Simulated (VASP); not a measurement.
# CdS (P6_3mc) in VASP: notebook

The runs below take CdS through single point, with PBE, r2SCAN.

Everything below comes from runs of VASP 6.6.1. Logs are shortened: lines on timing, memory, paths and dates and some standing lists are left out, and cuts for length are marked.

## (1) The cell of the first run

Symmetry: P6_3mc, No. 186, hexagonal system. The conventional cell has a = 4.315 Å, b = 4.315 Å, c = 6.525 Å, α = 90.00°, β = 90.00°, γ = 120.00°. Within 3.4 Å of Cd (site symmetry 3m) lie 4 S at 2.57 to 2.59 Å. Within 3.4 Å of S (site symmetry 3m) lie 4 Cd at 2.57 to 2.59 Å.

## (2) Single point, PBE (epitaxial xy strain +3.6%)

File INCAR:

```
SYSTEM = CdS
ALGO = Normal
EDIFF = 1E-6
ENCUT = 520
GGA = PE
ISIF = 2
ISMEAR = -1
LASPH = .True.
LCHARG = .True.
LELF = .True.
LREAL = .False.
LVHAR = .True.
LWAVE = .False.
NBANDS = 26
NELM = 100
PREC = Accurate
SIGMA = 0.02
```

File KPOINTS:

```
k-points
0
Gamma
  12 12 4
  0 0 0
```

File POSCAR:

```
CdS
1.0
    4.3153598342      0.0000000000      0.0000000000
   -2.1576799171      3.7372112429      0.0000000000
    0.0000000000      0.0000000000      6.5245716919
Cd S
2 2
Direct
    0.3333333333      0.6666666667     -0.0093585290
    0.6666666667      0.3333333333      0.4906414710
    0.3333333333      0.6666666667      0.3843585290
    0.6666666667      0.3333333333      0.8843585290
```

Potentials or basis: VASP PAW PBE potentials, release 64 (Cd, S).

On the command line:

```console
> cat potpaw_PBE.64/Cd/POTCAR potpaw_PBE.64/S/POTCAR > POTCAR
> mpirun -np 1 vasp_std > vasp.out
```

OUTCAR:

```text
SYSTEM = CdS
   EDIFF = 1E-6
   ENCUT = 520
   GGA = PE
   ISIF = 2
   ISMEAR = -1
   LASPH = .True.
   LREAL = .False.
   NELM = 100
   PREC = Accurate

 ion  position               nearest neighbor table
   1  0.333  0.667  0.991-   3 2.57   4 2.59   4 2.59   4 2.59
   2  0.667  0.333  0.491-   4 2.57   3 2.59   3 2.59   3 2.59
   3  0.333  0.667  0.384-   1 2.57   2 2.59   2 2.59   2 2.59
   4  0.667  0.333  0.884-   2 2.57   1 2.59   1 2.59   1 2.59

  LATTYP: Found a hexagonal cell.
 ALAT       =     4.3153598342
 C/A-ratio  =     1.5119415165

  Lattice vectors:

 A1 = (   4.3153598342,   0.0000000000,   0.0000000000)
 A2 = (  -2.1576799171,   3.7372112429,   0.0000000000)
 A3 = (   0.0000000000,   0.0000000000,   6.5245716919)

Analysis of symmetry for initial positions (statically):
=====================================================================
 Subroutine PRICEL returns:
 Original cell was already a primitive cell.

 Routine SETGRP: Setting up the symmetry group for a
 hexagonal supercell.

 Subroutine GETGRP returns: Found 12 space group operations
 (whereof  6 operations were pure point group operations)
 out of a pool of 24 trial point group operations.

The static configuration has the point symmetry C_3v.
 The point group associated with its full space group is C_6v.

Analysis of symmetry for dynamics (positions and initial velocities):
=====================================================================
 Subroutine PRICEL returns:
 Original cell was already a primitive cell.

 Routine SETGRP: Setting up the symmetry group for a
 hexagonal supercell.

 Subroutine GETGRP returns: Found 12 space group operations
 (whereof  6 operations were pure point group operations)
 out of a pool of 24 trial point group operations.

The dynamic configuration has the point symmetry C_3v.
 The point group associated with its full space group is C_6v.

 Subroutine INISYM returns: Found 12 space group operations
 (whereof  6 operations are pure point group operations),
 and found     1 'primitive' translations

----------------------------------------------------------------------------------------

                                     Primitive cell

  volume of cell :     105.2245

  direct lattice vectors                    reciprocal lattice vectors
     4.315359834  0.000000000  0.000000000     0.231730386  0.133789601  0.000000000
    -2.157679917  3.737211243  0.000000000     0.000000000  0.267579201  0.000000000
     0.000000000  0.000000000  6.524571692     0.000000000  0.000000000  0.153266766

  length of vectors
     4.315359834  4.315359834  6.524571692     0.267579201  0.267579201  0.153266766

  position of ions in fractional coordinates (direct lattice)
     0.333333333  0.666666667  0.990641471
     0.666666667  0.333333333  0.490641471
     0.333333333  0.666666667  0.384358529
     0.666666667  0.333333333  0.884358529

  ion indices of the primitive-cell ions
   primitive index   ion index
                 1           1
                 2           2
                 3           3
                 4           4

----------------------------------------------------------------------------------------

 KPOINTS: k-points

Automatic generation of k-mesh.
 Grid dimensions read from file:
 generate k-points for:   12   12    4

 Generating k-lattice:

  Cartesian coordinates                     Fractional coordinates (reciprocal lattice)
     0.019310865  0.011149133  0.000000000     0.083333333 -0.000000000  0.000000000
     0.000000000  0.022298267  0.000000000     0.000000000  0.083333333  0.000000000
     0.000000000  0.000000000  0.038316691     0.000000000  0.000000000  0.250000000

  Length of vectors
     0.022298267  0.022298267  0.038316691

  Shift w.r.t. Gamma in fractional coordinates (k-lattice)
     0.000000000  0.000000000  0.000000000

 Subroutine IBZKPT returns following result:
 ===========================================

 Found     57 irreducible k-points:

 Following reciprocal coordinates:
            Coordinates               Weight
  0.000000  0.000000  0.000000      1.000000
  0.083333  0.000000  0.000000      6.000000
  0.166667  0.000000  0.000000      6.000000
  0.250000  0.000000  0.000000      6.000000
  0.333333  0.000000  0.000000      6.000000
  0.416667  0.000000  0.000000      6.000000
[... 16 lines left out ...]
  0.250000  0.000000  0.250000     12.000000
  0.333333  0.000000  0.250000     12.000000
 [... further k-points ...]
   k-points           NKPTS =     57   k-points in BZ     NKDIM =     57   number of bands    NBANDS=     26
   number of dos      NEDOS =    301   number of ions     NIONS =      4
   total plane-waves  NPLWV =  51200
   dimension x,y,z NGX =    32 NGY =   32 NGZ =   50
   dimension x,y,z NGXF=    64 NGYF=   64 NGZF=  100
   ions per type =               2   2
   NGX,Y,Z   is equivalent  to a cutoff of  12.33, 12.33, 12.74 a.u.
   NGXF,Y,Z  is equivalent  to a cutoff of  24.66, 24.66, 25.48 a.u.
 SYSTEM =  CdS
   PREC   = accura    normal or accurate (medium, high low for compatibility)
   ISTART =      0    job   : 0-new  1-cont  2-samecut
   ICHARG =      2    charge: 1-file 2-atom 10-const
   ISPIN  =      1    spin polarized calculation?
   LNONCOLLINEAR =      F non collinear calculations
   LSORBIT =      F    spin-orbit coupling
   LASPH  =      T    aspherical Exc in radial PAW
   ENCUT  =  520.0 eV  38.22 Ry    6.18 a.u.   8.02  8.02 12.13*2*pi/ulx,y,z
   NELM   =    100;   NELMIN=  2; NELMDL= -5     # of ELM steps
   EDIFF  = 0.1E-05   stopping-criterion for ELM
   LREAL  =      F    real-space projection
   EDIFFG = 0.1E-04   stopping-criterion for IOM
   NSW    =      0    number of steps for IOM
   IBRION =     -1    ionic relax: 0-MD 1-quasi-New 2-CG
   NFREE  =      0    steps in history (QN), initial steepest desc. (CG)
   ISIF   =      2    stress and relaxation
   ISYM   =      2    0-nonsym 1-usesym 2-fastsym
   POTIM  = 0.5000    time-step for ionic-motion
   TEBEG  =    0.0;   TEEND  =   0.0 temperature during run
   PSTRESS=    0.0 pullay stress
   NELECT =      36.0000    total number of electrons
   NUPDOWN=      -1.0000    fix difference up-down
   EMIN   =  10.00;   EMAX   =-10.00  energy-range for DOS
   EFERMI =   0.00;   METHOD = LEGACY
   ISMEAR =    -1;   SIGMA  =   0.02  broadening in eV -4-tet -1-fermi 0-gaus
   EFERMI_NEDOS =   21; number of points for ismear=-14 and -15
   IALGO  =     38    algorithm
   IMIX   =      4    mixing-type and parameters
     AMIX     =   0.40;   BMIX     =  1.00
     AMIX_MAG =   1.60;   BMIX_MAG =  1.00
  volume/ion in A,a.u.               =      26.31       177.52
  Fermi-wavevector in a.u.,A,eV,Ry     =   1.144995  2.163726 17.837410  1.311013
  Thomas-Fermi vector in A             =   2.281685
   LORBIT       =      0    0 simple, 1 ext, 2 COOP (PROOUT), +10 PAW based schemes
   GGA     = PE    functional components
   LHFCALC =     F    Hartree Fock is set to
   AEXX    =    0.0000 exact exchange contribution
   IVDW    =     0    specifies the selected vdW correction
   LEPSILON=     F    determine dielectric tensor
   LRPA    =     F    only Hartree local field effects (RPA)
 non-spin polarized calculation
  energy-cutoff  :      520.00
  volume of cell :      105.22
 maximum number of plane-waves:      2853
   NGX = 17   NGY = 17   NGZ = 25

 number of electron      35.9999996 magnetization

 Free energy of the ion-electron system (eV)
  ---------------------------------------------------
  ext. energy  EPLUGINS =         0.00000000
  ---------------------------------------------------
  free energy    TOTEN  =       -12.24709548 eV

  energy without entropy =      -12.24709548  energy(sigma->0) =      -12.24709548

 E-fermi :   1.2731     XC(G=0):  -8.8717

 val. band max:        0.8798041728   @ k =   0.0000   0.0000   0.0000
 cond. band min:       1.9114506783   @ k =   0.0000   0.0000   0.0000
 fundamental gap:      1.0316465055
 Fermi energy:         1.2730939013

 k-point     1 :       0.0000    0.0000    0.0000
  band No.  band energies     occupation
      1     -11.1883      2.00000
      2     -10.7628      2.00000
      3      -6.6796      2.00000
      4      -6.6796      2.00000
      5      -6.6462      2.00000
      6      -6.6135      2.00000
[... 18 lines left out ...]
     25       8.3927      0.00000
     26       8.7895      0.00000

 k-point     2 :       0.0833    0.0000    0.0000
  band No.  band energies     occupation
      1     -11.1672      2.00000
      2     -10.7550      2.00000
      3      -6.6733      2.00000
      4      -6.6703      2.00000
      5      -6.6300      2.00000
      6      -6.6039      2.00000
[... 18 lines left out ...]
     25       8.4608      0.00000
     26       8.6763      0.00000

 k-point     3 :       0.1667    0.0000    0.0000
  band No.  band energies     occupation
      1     -11.1083      2.00000
      2     -10.7346      2.00000
      3      -6.6524      2.00000
      4      -6.6459      2.00000
      5      -6.5846      2.00000
      6      -6.5736      2.00000
[... 18 lines left out ...]
     25       8.6166      0.00000
     26       8.7286      0.00000

 k-point     4 :       0.2500    0.0000    0.0000
  band No.  band energies     occupation
      1     -11.0241      2.00000
      2     -10.7102      2.00000
      3      -6.6266      2.00000
      4      -6.6159      2.00000
      5      -6.5281      2.00000
      6      -6.5223      2.00000
[... 18 lines left out ...]
     25       8.7887      0.00000
     26       9.3140      0.00000
[... 496 lines left out ...]
      1     -11.0481      2.00000
      2     -10.7824      2.00000
      3      -6.6436      2.00000
      4      -6.6386      2.00000
      5      -6.5931      2.00000
      6      -6.5835      2.00000
[... 18 lines left out ...]
     25       8.3875      0.00000
     26       8.4832      0.00000

 k-point    23 :       0.2500    0.0000    0.2500
  band No.  band energies     occupation
      1     -10.9716      2.00000
      2     -10.7485      2.00000
      3      -6.6202      2.00000
      4      -6.6045      2.00000
      5      -6.5535      2.00000
      6      -6.5381      2.00000
[... 18 lines left out ...]
     25       8.5662      0.00000
     26       8.9623      0.00000

 k-point    24 :       0.3333    0.0000    0.2500
  band No.  band energies     occupation
      1     -10.8903      2.00000
      2     -10.7192      2.00000
      3      -6.6066      2.00000
      4      -6.5743      2.00000
      5      -6.5164      2.00000
      6      -6.4926      2.00000
[... 18 lines left out ...]
     25       8.6994      0.00000
     26       9.6148      0.00000

 [... further k-points ...]
[... 5 lines left out ...]
  --------------------------------------------------------------------------------------
  -------------------------------------------------------------------------------------
  Total       -0.9550605     -0.9550605      1.1140325      0.0000000      0.0000000      0.0000000
  in kB      -14.5420221    -14.5420221     16.9625748      0.0000000      0.0000000      0.0000000
  external PRESSURE =      -4.0404898 kB  Pullay stress =       0.0000000 kB

 VOLUME and BASIS-vectors are now :
 -----------------------------------------------------------------------------
  energy-cutoff  :      520.00
  volume of cell :      105.22
      direct lattice vectors                 reciprocal lattice vectors
     4.315359834  0.000000000  0.000000000     0.231730386  0.133789601  0.000000000
    -2.157679917  3.737211243  0.000000000     0.000000000  0.267579201  0.000000000
     0.000000000  0.000000000  6.524571692     0.000000000  0.000000000  0.153266766

 POSITION                                       TOTAL-FORCE (eV/Angst)
 -----------------------------------------------------------------------------------
     -0.00000      2.49147      6.46351         0.000000      0.000000     -0.003582
      2.15768      1.24574      3.20123        -0.000000     -0.000000     -0.003582
     -0.00000      2.49147      2.50777         0.000000      0.000000      0.003582
      2.15768      1.24574      5.77006        -0.000000     -0.000000      0.003582
 -----------------------------------------------------------------------------------
    total drift:                               -0.000000      0.000000     -0.000110

  FREE ENERGIE OF THE ION-ELECTRON SYSTEM (eV)
  ---------------------------------------------------
  free  energy   TOTEN  =       -12.2470954850 eV

  energy  without entropy=      -12.2470954850  energy(sigma->0) =      -12.24709548
```

Run time: 59 s. Hardware: 1 thread of Intel Xeon Platinum 8559C (Emerald Rapids), shared host; peak memory 0.29 GiB.

What came out:

- Free energy: -12.2471 eV
- Pressure: -0.4 GPa
- Largest force: 0.004 eV/Å
- Band gap on the k mesh: 1.03 eV

Forces in eV/Å, atoms in the order of the input:
```
Cd   0.000  0.000 -0.004
Cd   0.000  0.000 -0.004
S    0.000  0.000  0.004
S    0.000  0.000  0.004
```

Caveat: the cell differs from its parent crystal (epitaxial xy strain +3.6%). A k mesh can miss the band edges.

## (3) Single point, r2SCAN (epitaxial xy strain +3.6%)

POSCAR is that of step 2.

File INCAR.step1:

```
  PREC = Accurate
  ENCUT = 520
  ISMEAR = 0
  SIGMA = 0.01
  LREAL = False
  LASPH = True
  NELM = 100
  NBANDS = 26
  GGA = PE
  ALGO = Normal
  EDIFF = 1E-4
  LWAVE = True
  LCHARG = False
```

File INCAR.step2:

```
  PREC = Accurate
  ENCUT = 520
  EDIFF = 1E-7
  ISMEAR = 0
  SIGMA = 0.01
  LREAL = False
  LASPH = True
  NELM = 100
  ALGO = Normal
  ISIF = 2
  LWAVE = False
  LCHARG = True
  METAGGA = R2SCAN
  LMIXTAU = True
  LELF = True
  LVHAR = True
  NBANDS = 26
  ISTART = 1
```

File KPOINTS:

```
regular mesh
0
Gamma
  12 12 4
```

Potentials or basis: VASP PAW PBE potentials, release 64 (Cd, S).

On the command line:

```console
> cat potpaw_PBE.64/Cd/POTCAR potpaw_PBE.64/S/POTCAR > POTCAR
> cp INCAR.step1 INCAR
> mpirun -np 1 vasp_std > vasp.out
> cp INCAR.step2 INCAR
> mpirun -np 1 vasp_std > vasp.out
```

OUTCAR:

```text
PREC = Accurate
   ENCUT = 520
   EDIFF = 1E-7
   ISMEAR = 0
   LREAL = False
   LASPH = True
   NELM = 100
   ISIF = 2
   METAGGA = R2SCAN
   ISTART = 1

 ion  position               nearest neighbor table
   1  0.333  0.667  0.991-   3 2.57   4 2.59   4 2.59   4 2.59
   2  0.667  0.333  0.491-   4 2.57   3 2.59   3 2.59   3 2.59
   3  0.333  0.667  0.384-   1 2.57   2 2.59   2 2.59   2 2.59
   4  0.667  0.333  0.884-   2 2.57   1 2.59   1 2.59   1 2.59

  LATTYP: Found a hexagonal cell.
 ALAT       =     4.3153598342
 C/A-ratio  =     1.5119415165

  Lattice vectors:

 A1 = (   4.3153598342,   0.0000000000,   0.0000000000)
 A2 = (  -2.1576799171,   3.7372112429,   0.0000000000)
 A3 = (   0.0000000000,   0.0000000000,   6.5245716919)

Analysis of symmetry for initial positions (statically):
=====================================================================
 Subroutine PRICEL returns:
 Original cell was already a primitive cell.

[... 166 lines left out ...]

 Free energy of the ion-electron system (eV)
  ---------------------------------------------------
  ext. energy  EPLUGINS =         0.00000000
  ---------------------------------------------------
  free energy    TOTEN  =       -59.31470379 eV

  energy without entropy =      -59.31470379  energy(sigma->0) =      -59.31470379

 E-fermi :   0.6963     XC(G=0):  -9.4374

 val. band max:        0.6164155675   @ k =   0.0000   0.0000   0.0000
 cond. band min:       2.0978815799   @ k =   0.0000   0.0000   0.0000
 fundamental gap:      1.4814660123
 Fermi energy:         0.6962668524

 k-point     1 :       0.0000    0.0000    0.0000
  band No.  band energies     occupation
      1     -11.9465      2.00000
      2     -11.5165      2.00000
      3      -7.1835      2.00000
      4      -7.1835      2.00000
      5      -7.1516      2.00000
      6      -7.1113      2.00000
[... 685 lines left out ...]
     25       8.9585      0.00000
     26       9.9532      0.00000

 [... further k-points ...]
[... 5 lines left out ...]
  --------------------------------------------------------------------------------------
  -------------------------------------------------------------------------------------
  Total       -1.9082095     -1.9082095      0.1965707      0.0000000      0.0000000      0.0000000
  in kB      -29.0549392    -29.0549392      2.9930405      0.0000000      0.0000000      0.0000000
  external PRESSURE =     -18.3722793 kB  Pullay stress =       0.0000000 kB

 VOLUME and BASIS-vectors are now :
 -----------------------------------------------------------------------------
  energy-cutoff  :      520.00
  volume of cell :      105.22
      direct lattice vectors                 reciprocal lattice vectors
     4.315359834  0.000000000  0.000000000     0.231730386  0.133789601  0.000000000
    -2.157679917  3.737211243  0.000000000     0.000000000  0.267579201  0.000000000
     0.000000000  0.000000000  6.524571692     0.000000000  0.000000000  0.153266766

 POSITION                                       TOTAL-FORCE (eV/Angst)
 -----------------------------------------------------------------------------------
     -0.00000      2.49147      6.46351        -0.000000      0.000000     -0.009163
      2.15768      1.24574      3.20123         0.000000     -0.000000     -0.009163
     -0.00000      2.49147      2.50777        -0.000000     -0.000000      0.009163
      2.15768      1.24574      5.77006         0.000000      0.000000      0.009163
 -----------------------------------------------------------------------------------
    total drift:                               -0.000000      0.000000     -0.006485

  FREE ENERGIE OF THE ION-ELECTRON SYSTEM (eV)
  ---------------------------------------------------
  free  energy   TOTEN  =       -59.3147037915 eV

  energy  without entropy=      -59.3147037915  energy(sigma->0) =      -59.31470379
```

OSZICAR.step1:

```text
N       E                     dE             d eps       ncg     rms          rms(c)
DAV:   1     0.246092310990E+03    0.24609E+03   -0.17542E+04  2964   0.126E+03
DAV:   2     0.595215211159E+00   -0.24550E+03   -0.23658E+03  3236   0.316E+02
DAV:   3    -0.132188589740E+02   -0.13814E+02   -0.13726E+02  3564   0.745E+01
DAV:   4    -0.133667268219E+02   -0.14787E+00   -0.14773E+00  3440   0.745E+00
DAV:   5    -0.133689896284E+02   -0.22628E-02   -0.22627E-02  3412   0.921E-01    0.101E+01
DAV:   6    -0.122683274609E+02    0.11007E+01   -0.19741E+00  3878   0.138E+01    0.814E+00
DAV:   7    -0.122486857263E+02    0.19642E-01   -0.64876E-01  3100   0.428E+00    0.400E+00
DAV:   8    -0.122480797956E+02    0.60593E-03   -0.68442E-02  3200   0.255E+00    0.447E-01
DAV:   9    -0.122465665139E+02    0.15133E-02   -0.12435E-02  3278   0.131E+00    0.129E-01
DAV:  10    -0.122469350385E+02   -0.36852E-03   -0.11769E-03  3140   0.294E-01    0.123E-01
DAV:  11    -0.122471043727E+02   -0.16933E-03   -0.24135E-04  2812   0.105E-01    0.641E-02
DAV:  12    -0.122470931066E+02    0.11266E-04   -0.10104E-04  2126   0.784E-02
   1 F= -.12247093E+02 E0= -.12247093E+02  d E =-.511377E-34
```

Wall time 4.2 min (1 thread of Intel Xeon Platinum 8559C (Emerald Rapids), shared host); peak memory 0.31 GiB.

Results:

```
Free energy            : -59.3147 eV
Pressure               : -1.8 GPa
Largest force          : 0.009 eV/Å
Band gap on the k mesh : 1.48 eV
```

Forces on the atoms (eV/Å):
```
Cd   0.000  0.000 -0.009
Cd   0.000  0.000 -0.009
S    0.000  0.000  0.009
S    0.000  0.000  0.009
```

Levels at points of the mesh, in eV from the valence-band top:
```tsv
k point	band 16	band 17	band 18	band 19	band 20	band 21
(0.00, 0.00, 0.00)	-0.13	-0.13	0.00	1.48	2.60	6.64
(0.50, 0.00, 0.00)	-1.96	-1.14	-0.82	3.83	4.05	5.69
(0.00, 0.00, 0.50)	-0.52	-0.52	-0.52	2.99	2.99	6.70
(0.50, 0.00, 0.50)	-1.42	-1.02	-1.02	3.91	3.91	5.72
```

Caveat: the cell differs from its parent crystal (epitaxial xy strain +3.6%); the PAW data sets were made with another functional, which shifts forces and pressure a little. A k mesh can miss the band edges.
